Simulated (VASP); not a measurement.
Write the native input for VASP 6.6.1 that does the following.

```yaml
Task: single point
Functional: PBE
Potentials_or_basis: VASP PAW PBE potentials, release 64 (Nb_sv)
Cutoff: 520 eV
k_mesh: 10 × 10 × 10, shifted
Occupations: tetrahedron
Spin: non-collinear spin, zero start, spin-orbit coupling
Starting_moments: "[[0.0, 0.0, 0.0], [0.0, 0.0, 0.0]] μB"
Dipole_correction: no
Further_INCAR_settings: ALGO = Normal; EDIFF = 1e-07; NBANDS = 38
```

The structure of Nb lies in POSCAR:

```
Nb
1.0
    3.3112325450      0.0000000000      0.0000000000
    0.0000000000      3.3112325450      0.0000000000
    0.0000000000      0.0000000000      3.3112325450
Nb
2
Direct
    0.0000000000      0.0000000000      0.0000000000
    0.5000000000      0.5000000000      0.5000000000
```

The input as run:

INCAR

```
SYSTEM = Nb
PREC = Accurate
ENCUT = 520
EDIFF = 1E-7
ISMEAR = -5
SIGMA = 0.1
LREAL = .FALSE.
LASPH = .TRUE.
NELM = 150
ALGO = Normal
ISIF = 2
LWAVE = .FALSE.
LCHARG = .FALSE.
MAGMOM = 0 0 0 0 0 0
LORBIT = 11
LSORBIT = .TRUE.
GGA_COMPAT = .FALSE.
LORBMOM = .TRUE.
LMAXMIX = 4
GGA = PE
NBANDS = 38
```

KPOINTS

```
Automatic mesh
0
Gamma
  10 10 10
  0.5 0.5 0.5
```

Potentials or basis: VASP PAW PBE potentials, release 64 (Nb_sv).

Run with:

```console
$ cat potpaw_PBE.64/Nb_sv/POTCAR > POTCAR
$ mpirun -np 1 vasp_ncl > vasp.out
```

Results of the run:

| Property | Result |
| --- | --- |
| Pressure | -0.8 GPa |
| Net moment | 0.00 μB per cell |
| Valence electrons inside the program's atomic spheres | Nb 10.72 |

Wall time 2.6 min on 1 thread of Intel Xeon 8259CL, with other jobs on the host, peak memory 0.27 GiB.
